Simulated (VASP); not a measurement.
# Hg (P-1) in VASP: further runs, part 2 of 2

VASP 6.6.1. Earlier steps stand in the parts before.

### 4 Single point, PBE

INCAR

```
PREC     = Accurate       # precision mode
ENCUT    = 520            # plane-wave cutoff, eV
EDIFF    = 1E-6           # SCF threshold, eV
ISMEAR   = -1             # smearing method
SIGMA    = 0.1            # smearing width, eV
LREAL    = False          # projectors in reciprocal space
LASPH    = True           # aspherical terms in the spheres
NELM     = 60             # most SCF steps
ALGO     = Normal         # electronic algorithm
ISIF     = 2              # what is computed and relaxed
LWAVE    = False          # write WAVECAR
LCHARG   = True           # write CHGCAR
GGA      = PE             # functional
LELF     = True           # ELF
LVHAR    = True         
NBANDS   = 12             # bands
```

KPOINTS

```
Automatic mesh
0
Gamma
  7 7 7
```

POSCAR

```
Hg
1.0
   -1.9129580000      1.8560820000      1.9214850000
    1.8750080000     -1.8958070000      1.9232230000
    1.8916120000      1.8744610000     -1.9603790000
Hg
1
Direct
    0.4987490000      0.4934840000     -0.0048490000
```

Potentials or basis: VASP PAW PBE potentials, release 64 (Hg).

Started as:

```console
cat potpaw_PBE.64/Hg/POTCAR > POTCAR
mpirun -np 1 vasp_std > vasp.out
```

OUTCAR:

```text
PREC = Accurate
   ENCUT = 520
   EDIFF = 1E-6
   ISMEAR = -1
   LREAL = False
   LASPH = True
   NELM = 60
   ISIF = 2
   GGA = PE

 ion  position               nearest neighbor table
   1  0.499  0.493  0.995-

  LATTYP: Found a triclinic cell.
 ALAT       =     8.4445441814
 B/A-ratio  =     0.6313595855
 C/A-ratio  =     0.3810282751
 COS(alpha) =     0.0082284571
 COS(beta)  =     0.2581412178
 COS(gamma) =     0.9500416907

  Lattice vectors:

 A1 = (  -7.5545860000,   3.7732350000,   0.0354180000)
 A2 = (  -3.7879660000,   3.7518890000,  -0.0017380000)
 A3 = (  -1.8536620000,  -1.8347360000,  -1.8843290000)

Analysis of symmetry for initial positions (statically):
=====================================================================
 Subroutine PRICEL returns:
 Original cell was already a primitive cell.

 Routine SETGRP: Setting up the symmetry group for a
 triclinic supercell.

 Subroutine GETGRP returns: Found  2 space group operations
 (whereof  1 operations were pure point group operations)
 out of a pool of  2 trial point group operations.

The static configuration has the point symmetry C_1 .
 The point group associated with its full space group is S_2 .

Analysis of symmetry for dynamics (positions and initial velocities):
=====================================================================
 Subroutine PRICEL returns:
 Original cell was already a primitive cell.

 Routine SETGRP: Setting up the symmetry group for a
 triclinic supercell.

 Subroutine GETGRP returns: Found  2 space group operations
 (whereof  1 operations were pure point group operations)
 out of a pool of  2 trial point group operations.

The dynamic configuration has the point symmetry C_1 .
 The point group associated with its full space group is S_2 .

[... 117 lines left out ...]
  volume/ion in A,a.u.               =      27.01       182.24
  Fermi-wavevector in a.u.,A,eV,Ry     =   1.249254  2.360748 21.233734  1.560635
  Thomas-Fermi vector in A             =   2.383303
   LORBIT       =      0    0 simple, 1 ext, 2 COOP (PROOUT), +10 PAW based schemes
   GGA     = PE    functional components
   LHFCALC =     F    Hartree Fock is set to
   AEXX    =    0.0000 exact exchange contribution
   IVDW    =     0    specifies the selected vdW correction
   LEPSILON=     F    determine dielectric tensor
   LRPA    =     F    only Hartree local field effects (RPA)
 non-spin polarized calculation
  energy-cutoff  :      520.00
  volume of cell :       27.01
 maximum number of plane-waves:       738
   NGX = 13   NGY = 13   NGZ = 13

 number of electron      12.0000000 magnetization

 Free energy of the ion-electron system (eV)
  ---------------------------------------------------
  ext. energy  EPLUGINS =         0.00000000
  ---------------------------------------------------
  free energy    TOTEN  =        -0.17435643 eV

  energy without entropy =       -0.16483485  energy(sigma->0) =       -0.16959564

 E-fermi :   1.5866     XC(G=0): -10.1312

 val. band max:        1.5791775437   @ k =   0.0000   0.4286   0.1429
 cond. band min:       1.6093976921   @ k =   0.4286   0.1429   0.0000
 fundamental gap:      0.0302201484
 Fermi energy:         1.5866374551

 k-point     1 :       0.0000    0.0000    0.0000
  band No.  band energies     occupation
      1      -6.2586      2.00000
      2      -5.0423      2.00000
      3      -4.9513      2.00000
      4      -4.8864      2.00000
      5      -4.3008      2.00000
      6      -4.2416      2.00000
      7      15.6439      0.00000
      8      15.8857      0.00000
      9      16.5252      0.00000
     10      16.5477      0.00000
     11      16.7681      0.00000
     12      17.0230      0.00000
[... 331 lines left out ...]
 k-point    24 :      -0.2857    0.4286    0.0000
  band No.  band energies     occupation
      1      -5.3179      2.00000
      2      -5.1937      2.00000
      3      -4.4191      2.00000
      4      -4.3336      2.00000
      5      -4.1556      2.00000
      6      -2.1491      2.00000
      7       4.9636      0.00000
      8       8.9845      0.00000
      9      11.1714      0.00000
     10      15.6340      0.00000
     11      18.9885      0.00000
     12      19.2366      0.00000

 [... further k-points ...]

------------------------ aborting loop because EDIFF is reached ----------------------------------------

  FORCE on cell =-STRESS in cart. coord.  units (eV):
  Direction    XX          YY          ZZ          XY          YZ          ZX
  --------------------------------------------------------------------------------------
  -------------------------------------------------------------------------------------
  Total        0.1507515      0.1737620      0.0981514      0.0111173      0.0275178      0.0293830
  in kB        8.9437272     10.3088877      5.8230884      0.6595648      1.6325635      1.7432239
  external PRESSURE =       8.3585678 kB  Pullay stress =       0.0000000 kB

 VOLUME and BASIS-vectors are now :
 -----------------------------------------------------------------------------
  energy-cutoff  :      520.00
  volume of cell :       27.01
      direct lattice vectors                 reciprocal lattice vectors
    -1.912958000  1.856082000  1.921485000     0.004128544  0.270822449  0.262936769
     1.875008000 -1.895807000  1.923223000     0.268106524  0.004273880  0.262788337
     1.891612000  1.874461000 -1.960379000     0.267071606  0.269642195  0.005422233

 POSITION                                       TOTAL-FORCE (eV/Angst)
 -----------------------------------------------------------------------------------
      1.85364      1.85554     -0.04345         0.000000      0.000000      0.000000
 -----------------------------------------------------------------------------------
    total drift:                               -0.000005      0.000001     -0.000007

  FREE ENERGIE OF THE ION-ELECTRON SYSTEM (eV)
  ---------------------------------------------------
  free  energy   TOTEN  =        -0.1743564324 eV

  energy  without entropy=       -0.1648348533  energy(sigma->0) =       -0.16959564
```

stdout:

```text
POSCAR found type information on POSCAR Hg
 POSCAR found :  1 types and       1 ions
 scaLAPACK will be used
 LDA part: xc-table for (Slater+PW92), standard interpolation
 POSCAR, INCAR and KPOINTS ok, starting setup
 FFT: planning ... GRIDC
 FFT: planning ... GRID_SOFT
 FFT: planning ... GRID
 WAVECAR not read
 entering main loop
```

Wall time 19 s (1 thread of AMD EPYC 9R45 (Zen 5), shared host); peak memory 0.15 GiB.

What came out:

| Item | Value |
| --- | --- |
| Free energy | -0.1744 eV |
| Pressure | 0.8 GPa |
| Band gap on the k mesh | zero (bands 6 and 7 overlap by 1.15 eV) |

Stress tensor (GPa, compression positive):
```
0.89 0.07 0.17
0.07 1.03 0.16
0.17 0.16 0.58
```

Caveat: spin-orbit coupling is left out, which moves the levels of the heavy elements.

### 5 Single point, PBE

INCAR

```
SYSTEM = Hg
  ALGO = Normal
  EDIFF = 1E-6
  ENCUT = 520
  GGA = PE
  ISIF = 2
  ISMEAR = -1
  LASPH = .True.
  LCHARG = .False.
  LREAL = .False.
  LWAVE = .False.
  NBANDS = 12
  NELM = 60
  PREC = Accurate
  SIGMA = 0.1
```

KPOINTS

```
k-points
0
Gamma
  9 9 9
  0 0 0
```

POSCAR is that of step 4.

Potentials or basis: VASP PAW PBE potentials, release 64 (Hg).

Started as:

```console
cat potpaw_PBE.64/Hg/POTCAR > POTCAR
mpirun -np 1 vasp_std > vasp.out
```

OUTCAR:

```text
SYSTEM = Hg
   EDIFF = 1E-6
   ENCUT = 520
   GGA = PE
   ISIF = 2
   ISMEAR = -1
   LASPH = .True.
   LREAL = .False.
   NELM = 60
   PREC = Accurate

 ion  position               nearest neighbor table
   1  0.499  0.493  0.995-

  LATTYP: Found a triclinic cell.
 ALAT       =     8.4445441814
 B/A-ratio  =     0.6313595855
 C/A-ratio  =     0.3810282751
 COS(alpha) =     0.0082284571
 COS(beta)  =     0.2581412178
 COS(gamma) =     0.9500416907

  Lattice vectors:

 A1 = (  -7.5545860000,   3.7732350000,   0.0354180000)
 A2 = (  -3.7879660000,   3.7518890000,  -0.0017380000)
 A3 = (  -1.8536620000,  -1.8347360000,  -1.8843290000)

Analysis of symmetry for initial positions (statically):
=====================================================================
 Subroutine PRICEL returns:
 Original cell was already a primitive cell.

 Routine SETGRP: Setting up the symmetry group for a
 triclinic supercell.

 Subroutine GETGRP returns: Found  2 space group operations
 (whereof  1 operations were pure point group operations)
 out of a pool of  2 trial point group operations.

[... 171 lines left out ...]
      2      -5.0336      2.00000
      3      -4.9455      2.00000
      4      -4.8815      2.00000
      5      -4.2940      2.00000
      6      -4.2349      2.00000
      7      15.6464      0.00000
      8      15.8896      0.00000
      9      16.5284      0.00000
     10      16.5532      0.00000
     11      16.7726      0.00000
     12      17.0278      0.00000
[... 331 lines left out ...]
 k-point    24 :       0.0000    0.3333    0.0000
  band No.  band energies     occupation
      1      -5.4249      2.00000
      2      -5.1543      2.00000
      3      -4.4084      2.00000
      4      -4.2708      2.00000
      5      -4.0949      2.00000
      6      -3.0344      2.00000
      7       5.5576      0.00000
      8      11.6743      0.00000
      9      12.3880      0.00000
     10      15.4487      0.00000
     11      16.3440      0.00000
     12      18.9282      0.00000

 [... further k-points ...]

------------------------ aborting loop because EDIFF is reached ----------------------------------------

  FORCE on cell =-STRESS in cart. coord.  units (eV):
  Direction    XX          YY          ZZ          XY          YZ          ZX
  --------------------------------------------------------------------------------------
  -------------------------------------------------------------------------------------
  Total        0.2059478      0.1863284      0.1998050      0.0081922      0.0279977      0.0339344
  in kB       12.2183987     11.0544250     11.8539551      0.4860230      1.6610402      2.0132493
  external PRESSURE =      11.7089263 kB  Pullay stress =       0.0000000 kB

 VOLUME and BASIS-vectors are now :
 -----------------------------------------------------------------------------
  energy-cutoff  :      520.00
  volume of cell :       27.01
      direct lattice vectors                 reciprocal lattice vectors
    -1.912958000  1.856082000  1.921485000     0.004128544  0.270822449  0.262936769
     1.875008000 -1.895807000  1.923223000     0.268106524  0.004273880  0.262788337
     1.891612000  1.874461000 -1.960379000     0.267071606  0.269642195  0.005422233

 POSITION                                       TOTAL-FORCE (eV/Angst)
 -----------------------------------------------------------------------------------
      1.85364      1.85554     -0.04345         0.000000     -0.000000      0.000000
 -----------------------------------------------------------------------------------
    total drift:                               -0.000005      0.000001     -0.000007

  FREE ENERGIE OF THE ION-ELECTRON SYSTEM (eV)
  ---------------------------------------------------
  free  energy   TOTEN  =        -0.1764621648 eV

  energy  without entropy=       -0.1691945671  energy(sigma->0) =       -0.17282837
```

OSZICAR:

```text
N       E                     dE             d eps       ncg     rms          rms(c)
DAV:   1     0.738558575077E+02    0.73856E+02   -0.63491E+03  8848   0.942E+02
DAV:   2     0.115450399537E+01   -0.72701E+02   -0.68758E+02  9720   0.227E+02
DAV:   3    -0.194002346438E+00   -0.13485E+01   -0.13471E+01 10196   0.342E+01
DAV:   4    -0.195355669351E+00   -0.13533E-02   -0.13533E-02  9596   0.113E+00
DAV:   5    -0.195357737136E+00   -0.20678E-05   -0.20679E-05 10068   0.429E-02    0.235E+00
DAV:   6    -0.177183631670E+00    0.18174E-01   -0.47103E-02 10348   0.242E+00    0.183E+00
DAV:   7    -0.176269323454E+00    0.91431E-03   -0.64233E-03 10040   0.770E-01    0.855E-01
DAV:   8    -0.176433521167E+00   -0.16420E-03   -0.73936E-04  9156   0.328E-01    0.319E-02
DAV:   9    -0.176457458440E+00   -0.23937E-04   -0.14412E-05 10080   0.341E-02    0.116E-02
DAV:  10    -0.176462230403E+00   -0.47720E-05   -0.53278E-06  9144   0.230E-02    0.861E-04
DAV:  11    -0.176462164809E+00    0.65593E-07   -0.23872E-08  4832   0.103E-03
   1 F= -.17646216E+00 E0= -.17282837E+00  d E =-.726760E-02
```

It took 37 s on 1 thread of AMD EPYC 9R45 (Zen 5), shared host; peak memory 0.2 GiB.

What came out:

- Free energy: -0.1765 eV
- Pressure: 1.2 GPa
- Band gap on the k mesh: zero (bands 6 and 7 overlap by 1.85 eV)

Caveat: spin-orbit coupling is left out, which moves the levels of the heavy elements.

### 6 Single point, PBE

INCAR

```
SYSTEM = Hg
  PREC = Accurate
  ENCUT = 520
  EDIFF = 1E-6
  ISMEAR = -1
  SIGMA = 0.1
  LREAL = .FALSE.
  LASPH = .TRUE.
  NELM = 80
  ALGO = Fast
  ISIF = 2
  LWAVE = .FALSE.
  LCHARG = .FALSE.
  GGA = PE
  NBANDS = 12
```

KPOINTS

```
Automatic mesh
0
G
  11 11 11
  0 0 0
```

POSCAR is that of step 5.

Potentials or basis: VASP PAW PBE potentials, release 64 (Hg).

Started as:

```console
cat potpaw_PBE.64/Hg/POTCAR > POTCAR
mpirun -np 1 vasp_std > vasp.out
```

Wall time 70 s (1 thread of AMD EPYC 9R45 (Zen 5), shared host); peak memory 0.28 GiB.

Results (log left out):

```yaml
Free_energy: -0.1744 eV
Pressure: 1.2 GPa
Band_gap_on_the_k_mesh: zero (bands 6 and 7 overlap by 2.25 eV)
```

Stress tensor (GPa, compression positive):
```
1.12 0.07 0.07
0.07 1.12 0.08
0.07 0.08 1.32
```

Levels at points of the mesh, in eV from the Fermi level:
```tsv
k point	band 3	band 4	band 5	band 6	band 7	band 8	band 9	band 10
(0.00, 0.00, 0.00)	-6.69	-6.62	-6.04	-5.98	13.91	14.15	14.79	14.81
```

Caveat: spin-orbit coupling is left out, which moves the levels of the heavy elements.

### 7 Summary

```tsv
k mesh	smearing	gap on the mesh (eV)	pressure (GPa)
7 × 7 × 7	gaussian 0.01 eV	none	0.8
7 × 7 × 7	gaussian 0.005 eV	none	0.8
7 × 7 × 7	fermi-dirac 0.1 eV	none	0.8
9 × 9 × 9	fermi-dirac 0.1 eV	none	1.2
11 × 11 × 11	fermi-dirac 0.1 eV	none	1.2
```

Alike in all rows: task single point; level PBE; potentials or basis VASP PAW PBE potentials, release 64 (Hg); no spin polarisation; cell as given; cutoff (eV) 520.

Caveats: spin-orbit coupling is left out, which moves the levels of the heavy elements.

Total energies depend on the potentials used, so only differences within one code and one set of settings carry meaning.

The gap in the log of VASP goes by the Fermi energy; the results here count the filled bands.